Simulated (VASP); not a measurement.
# Si in VASP: single point with PBE

Aim: the single point of Si with PBE.

All numbers are computed with VASP 6.6.1; they aren't measurements. Logs are shortened: lines on timing, memory, paths and dates and some standing lists are left out, and cuts for length are marked.

### Step 1. The cell of the first run

The cell holds a slab with vacuum, 8 atoms: a = 3.840 Å, b = 5.431 Å, c = 25.760 Å, α = 90.00°, β = 90.00°, γ = 90.00°.

### Step 2. Single point, PBE

INCAR reads:

```
PREC = Accurate
ENCUT = 520
EDIFF = 1E-7
ISMEAR = 0
SIGMA = 0.1
LREAL = False
LASPH = True
NELM = 60
ALGO = Normal
ISIF = 2
LWAVE = False
LCHARG = True
LDIPOL = True
IDIPOL = 3
DIPOL = 0.5 0.5 0.503
GGA = PE
LELF = True
LVHAR = True
LVACPOTAV = True
NBANDS = 26
```

KPOINTS reads:

```
Automatic mesh
0
Gamma
  7 5 1
```

POSCAR reads:

```
Si
1.0
    3.8402545000      0.0000000000      0.0000000000
    0.0000000000      5.4309400000      0.0000000000
    0.0000000000      0.0000000000     25.7603818893
Si
8
Direct
    0.5000000000      0.0000000000      0.3881930028
    0.0000000000      0.2500000000      0.3881930028
    0.0000000000      0.5000000000      0.4627310009
    0.5000000000      0.7500000000      0.4627310009
    0.5000000000      0.0042366176      0.5361541296
    0.0000000000      0.2527307160      0.5389226529
    0.0000000000      0.4387050239      0.6245071765
    0.5000000000      0.8838600855      0.6262930848
```

Potentials or basis: VASP PAW PBE potentials, release 64 (Si).

Command:

```
> cat potpaw_PBE.64/Si/POTCAR > POTCAR
> mpirun -np 1 vasp_std > vasp.out
```

OUTCAR:

```text
PREC = Accurate
   ENCUT = 520
   EDIFF = 1E-7
   ISMEAR = 0
   LREAL = False
   LASPH = True
   NELM = 60
   ISIF = 2
   GGA = PE

 ion  position               nearest neighbor table
   1  0.500  0.000  0.388-   2 2.35   2 2.35   4 2.35
   2  0.000  0.250  0.388-   1 2.35   1 2.35   3 2.35
   3  0.000  0.500  0.463-   4 2.35   4 2.35   2 2.35   6 2.38
   4  0.500  0.750  0.463-   5 2.34   3 2.35   3 2.35   1 2.35
   5  0.500  0.004  0.536-   4 2.34   6 2.35   6 2.35   8 2.41
   6  0.000  0.253  0.539-   5 2.35   5 2.35   3 2.38   7 2.43
   7  0.000  0.439  0.625-   6 2.43   8 3.09   8 3.09
   8  0.500  0.884  0.626-   5 2.41   7 3.09   7 3.09

  LATTYP: Found a simple orthorhombic cell.
 ALAT       =     3.8402545000
 B/A-ratio  =     1.4142135632
 C/A-ratio  =     6.7079882048

  Lattice vectors:

 A1 = (   3.8402545000,   0.0000000000,   0.0000000000)
 A2 = (   0.0000000000,   5.4309400000,   0.0000000000)
 A3 = (   0.0000000000,   0.0000000000,  25.7603818893)

Analysis of symmetry for initial positions (statically):
=====================================================================
 Subroutine PRICEL returns:
 Original cell was already a primitive cell.

 Routine SETGRP: Setting up the symmetry group for a
 simple orthorhombic supercell.

 Subroutine GETGRP returns: Found  2 space group operations
 (whereof  2 operations were pure point group operations)
 out of a pool of  8 trial point group operations.

The static configuration has the point symmetry C_1h.

Analysis of symmetry for dynamics (positions and initial velocities):
=====================================================================
 Subroutine PRICEL returns:
 Original cell was already a primitive cell.

 Routine SETGRP: Setting up the symmetry group for a
 simple orthorhombic supercell.

 Subroutine GETGRP returns: Found  2 space group operations
 (whereof  2 operations were pure point group operations)
 out of a pool of  8 trial point group operations.

The dynamic configuration has the point symmetry C_1h.

 Subroutine INISYM returns: Found  2 space group operations
 (whereof  2 operations are pure point group operations),
 and found     1 'primitive' translations

----------------------------------------------------------------------------------------

                                     Primitive cell

  volume of cell :     537.2635

  direct lattice vectors                    reciprocal lattice vectors
     3.840254500  0.000000000  0.000000000     0.260399408  0.000000000  0.000000000
     0.000000000  5.430940000  0.000000000     0.000000000  0.184130187  0.000000000
     0.000000000  0.000000000 25.760381889     0.000000000  0.000000000  0.038819300

  length of vectors
     3.840254500  5.430940000 25.760381889     0.260399408  0.184130187  0.038819300

  position of ions in fractional coordinates (direct lattice)
     0.500000000  0.000000000  0.388193003
     0.000000000  0.250000000  0.388193003
     0.000000000  0.500000000  0.462731001
     0.500000000  0.750000000  0.462731001
     0.500000000  0.004236618  0.536154130
     0.000000000  0.252730716  0.538922653
     0.000000000  0.438705024  0.624507177
     0.500000000  0.883860085  0.626293085

  ion indices of the primitive-cell ions
   primitive index   ion index
                 1           1
                 2           2
                 3           3
                 4           4
                 5           5
                 6           6
                 7           7
                 8           8

----------------------------------------------------------------------------------------

 KPOINTS: Automatic mesh

Automatic generation of k-mesh.
 Grid dimensions read from file:
 generate k-points for:    7    5    1

 Generating k-lattice:

  Cartesian coordinates                     Fractional coordinates (reciprocal lattice)
     0.037199915  0.000000000  0.000000000     0.142857143  0.000000000  0.000000000
     0.000000000  0.036826037  0.000000000     0.000000000  0.200000000  0.000000000
     0.000000000  0.000000000  0.038819300     0.000000000  0.000000000  1.000000000

  Length of vectors
     0.037199915  0.036826037  0.038819300

  Shift w.r.t. Gamma in fractional coordinates (k-lattice)
     0.000000000  0.000000000  0.000000000

 Subroutine IBZKPT returns following result:
 ===========================================

 Found     12 irreducible k-points:

 Following reciprocal coordinates:
            Coordinates               Weight
  0.000000  0.000000  0.000000      1.000000
  0.142857  0.000000  0.000000      2.000000
  0.285714  0.000000  0.000000      2.000000
  0.428571  0.000000  0.000000      2.000000
  0.000000  0.200000  0.000000      2.000000
  0.142857  0.200000  0.000000      4.000000
  0.285714  0.200000  0.000000      4.000000
  0.428571  0.200000  0.000000      4.000000
  0.000000  0.400000  0.000000      2.000000
  0.142857  0.400000  0.000000      4.000000
  0.285714  0.400000  0.000000      4.000000
  0.428571  0.400000  0.000000      4.000000
   k-points           NKPTS =     12   k-points in BZ     NKDIM =     12   number of bands    NBANDS=     26
   number of dos      NEDOS =    301   number of ions     NIONS =      8
   total plane-waves  NPLWV = 230400
   dimension x,y,z NGX =    30 NGY =   40 NGZ =  192
   dimension x,y,z NGXF=    60 NGYF=   80 NGZF=  384
   ions per type =               8
   NGX,Y,Z   is equivalent  to a cutoff of  12.99, 12.24, 12.39 a.u.
   NGXF,Y,Z  is equivalent  to a cutoff of  25.97, 24.49, 24.78 a.u.
 SYSTEM =  unknown system
   PREC   = accura    normal or accurate (medium, high low for compatibility)
   ISTART =      0    job   : 0-new  1-cont  2-samecut
   ICHARG =      2    charge: 1-file 2-atom 10-const
   ISPIN  =      1    spin polarized calculation?
   LNONCOLLINEAR =      F non collinear calculations
   LSORBIT =      F    spin-orbit coupling
   LASPH  =      T    aspherical Exc in radial PAW
   ENCUT  =  520.0 eV  38.22 Ry    6.18 a.u.   7.14 10.10 47.90*2*pi/ulx,y,z
   NELM   =     60;   NELMIN=  2; NELMDL= -5     # of ELM steps
   EDIFF  = 0.1E-06   stopping-criterion for ELM
   LREAL  =      F    real-space projection
   EDIFFG = 0.1E-05   stopping-criterion for IOM
   NSW    =      0    number of steps for IOM
   IBRION =     -1    ionic relax: 0-MD 1-quasi-New 2-CG
   NFREE  =      0    steps in history (QN), initial steepest desc. (CG)
   ISIF   =      2    stress and relaxation
   ISYM   =      2    0-nonsym 1-usesym 2-fastsym
   POTIM  = 0.5000    time-step for ionic-motion
   TEBEG  =    0.0;   TEEND  =   0.0 temperature during run
   PSTRESS=    0.0 pullay stress
   NELECT =      32.0000    total number of electrons
   NUPDOWN=      -1.0000    fix difference up-down
   EMIN   =  10.00;   EMAX   =-10.00  energy-range for DOS
   EFERMI =   0.00;   METHOD = LEGACY
   ISMEAR =     0;   SIGMA  =   0.10  broadening in eV -4-tet -1-fermi 0-gaus
   EFERMI_NEDOS =   21; number of points for ismear=-14 and -15
   IALGO  =     38    algorithm
   IMIX   =      4    mixing-type and parameters
     AMIX     =   0.40;   BMIX     =  1.00
     AMIX_MAG =   1.60;   BMIX_MAG =  1.00
  volume/ion in A,a.u.               =      67.16       453.20
  Fermi-wavevector in a.u.,A,eV,Ry     =   0.639336  1.208170  5.561386  0.408750
  Thomas-Fermi vector in A             =   1.704977
   LORBIT       =      0    0 simple, 1 ext, 2 COOP (PROOUT), +10 PAW based schemes
   GGA     = PE    functional components
   LHFCALC =     F    Hartree Fock is set to
   AEXX    =    0.0000 exact exchange contribution
   IVDW    =     0    specifies the selected vdW correction
   LEPSILON=     F    determine dielectric tensor
   LRPA    =     F    only Hartree local field effects (RPA)
 non-spin polarized calculation
 Gauss-broadening in eV      SIGMA  =   0.10
  energy-cutoff  :      520.00
  volume of cell :      537.26
 maximum number of plane-waves:     14511
 NGX is ok and might be reduce to    30
   NGX = 15   NGY = 21   NGZ = 95

 dipolmoment           0.000000      0.000000     -0.295485 electrons x Angstroem

 number of electron      32.0000000 magnetization

 dipolmoment           0.000000      0.000000      0.028941 electrons x Angstroem

 Free energy of the ion-electron system (eV)
  ---------------------------------------------------
  ext. energy  EPLUGINS =         0.00000000
  ---------------------------------------------------
  free energy    TOTEN  =       -37.60888357 eV

  energy without entropy =      -37.58642899  energy(sigma->0) =      -37.59765628

 E-fermi :  -1.7101     XC(G=0):  -3.5828

 val. band max:       -1.7662523964   @ k =   0.1429   0.0000   0.0000
 cond. band min:      -1.6898061597   @ k =   0.4286   0.4000   0.0000
 fundamental gap:      0.0764462367
 Fermi energy:        -1.7100648774

 k-point     1 :       0.0000    0.0000    0.0000
  band No.  band energies     occupation
      1     -13.0709      2.00000
      2     -11.7484      2.00000
      3     -10.2184      2.00000
      4      -8.9644      2.00000
      5      -8.8695      2.00000
      6      -7.6193      2.00000
[... 18 lines left out ...]
     25       2.2103      0.00000
     26       2.5521      0.00000

 k-point     2 :       0.1429    0.0000    0.0000
  band No.  band energies     occupation
      1     -12.8926      2.00000
      2     -11.5694      2.00000
      3     -10.0348      2.00000
      4      -8.9814      2.00000
      5      -8.7755      2.00000
      6      -7.7034      2.00000
[... 18 lines left out ...]
     25       2.3876      0.00000
[... 260 lines left out ...]
     25       2.4954      0.00000
     26       2.9499      0.00000

 k-point    12 :       0.4286    0.4000    0.0000
  band No.  band energies     occupation
      1     -11.0879      2.00000
      2     -10.7017      2.00000
      3      -9.9238      2.00000
      4      -9.2861      2.00000
      5      -8.4863      2.00000
      6      -8.0273      2.00000
[... 18 lines left out ...]
     25       2.4596      0.00000
     26       2.7137      0.00000

------------------------ aborting loop because EDIFF is reached ----------------------------------------

  FORCE on cell =-STRESS in cart. coord.  units (eV):
  Direction    XX          YY          ZZ          XY          YZ          ZX
  --------------------------------------------------------------------------------------
  -------------------------------------------------------------------------------------
  Total       -4.6144359     -5.1608003     -1.5507932      0.0000000     -0.5010372      0.0000000
  in kB      -13.7607433    -15.3900606     -4.6246318      0.0000000     -1.4941466      0.0000000
  external PRESSURE =     -11.2584786 kB  Pullay stress =       0.0000000 kB

 VOLUME and BASIS-vectors are now :
 -----------------------------------------------------------------------------
  energy-cutoff  :      520.00
  volume of cell :      537.26
      direct lattice vectors                 reciprocal lattice vectors
     3.840254500  0.000000000  0.000000000     0.260399408  0.000000000  0.000000000
     0.000000000  5.430940000  0.000000000     0.000000000  0.184130187  0.000000000
     0.000000000  0.000000000 25.760381889     0.000000000  0.000000000  0.038819300

 POSITION                                       TOTAL-FORCE (eV/Angst)
 -----------------------------------------------------------------------------------
      1.92013      0.00000     10.00000         0.000000      0.577644      0.137610
      0.00000      1.35773     10.00000         0.000000     -0.530233      0.219690
      0.00000      2.71547     11.92013         0.000000      0.062559     -0.176647
      1.92013      4.07320     11.92013         0.000000     -0.145984     -0.299784
      1.92013      0.02301     13.81154         0.000000     -0.096502      0.471476
      0.00000      1.37257     13.88285         0.000000      0.334708      0.118937
      0.00000      2.38258     16.08754         0.000000      0.709870     -0.227478
      1.92013      4.80019     16.13355         0.000000     -0.912061     -0.243805
 -----------------------------------------------------------------------------------
    total drift:                               -0.000000     -0.000082      0.000165

  FREE ENERGIE OF THE ION-ELECTRON SYSTEM (eV)
  ---------------------------------------------------
  free  energy   TOTEN  =       -37.6088835733 eV

  energy  without entropy=      -37.5864289891  energy(sigma->0) =      -37.59765628

 vacuum level on the upper side and lower side of the slab         3.338         3.087
```

Run time: 8.9 min. Hardware: 1 thread of Intel Xeon 8259CL, shared host; peak memory 0.54 GiB.

What came out:

* Free energy: -37.6089 eV
* Largest force: 0.944 eV/Å
* Band gap on the k mesh: zero (bands 16 and 17 overlap by 0.56 eV)

Forces in eV/Å, atoms in the order of the input:
```
Si   0.000  0.578  0.138
Si   0.000 -0.530  0.220
Si   0.000  0.063 -0.177
Si   0.000 -0.146 -0.300
Si   0.000 -0.097  0.471
Si   0.000  0.335  0.119
Si   0.000  0.710 -0.227
Si   0.000 -0.912 -0.244
```
